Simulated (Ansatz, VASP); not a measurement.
## Two plane-wave programs on FePt

```xyz
2
Lattice="2.6578 0.0000 0.0000 0.0000 2.6578 0.0000 0.0000 0.0000 3.6856" Properties=species:S:1:pos:R:3 pbc="T T T"
Fe    0.0000    0.0000    0.0000
Pt    1.3289    1.3289    1.8428
```

Alike in both runs: task single point; functional LDA; k mesh 14 × 14 × 10; occupations fermi-dirac, width 0.05 eV; collinear spin.

|  | VASP | Ansatz |
| --- | --- | --- |
| version | VASP 6.6.1 | Ansatz 0.2.0 |
| potentials or method | VASP PAW LDA potentials, release 64 (Fe, Pt) | PAW with Ansatz's default frozen-core files, scalar-relativistic |
| plane-wave cutoff (eV) | 520 | 420 |
| valence electrons in the cell | 18 | 34 |

VASP gave:

| Property | Result |
| --- | --- |
| pressure (GPa) | -0.3 |
| traceless stress, the component that is largest in VASP (GPa) | 0.14 |
| net moment per atom (μB) | 1.51 |
| size of the moment on the site where the two differ most (μB) | 2.65 |

Which values does Ansatz return?

Pressure (GPa): 0.0; traceless stress, the component that is largest in VASP (GPa): 0.01; net moment per atom (μB): 1.54; size of the moment on the site where the two differ most (μB): 2.73.

LDA's correlation is that of Perdew and Zunger in VASP and of Perdew and Wang (1992) in Ansatz. Site moments also hang on the region over which each program counts them. VASP's potentials hold 18 valence electrons a cell and Ansatz's 34, so a difference there can come from the potentials and not from the codes. Ansatz's warnings: optics on partly filled bands.

Neither program's run includes spin-orbit coupling.
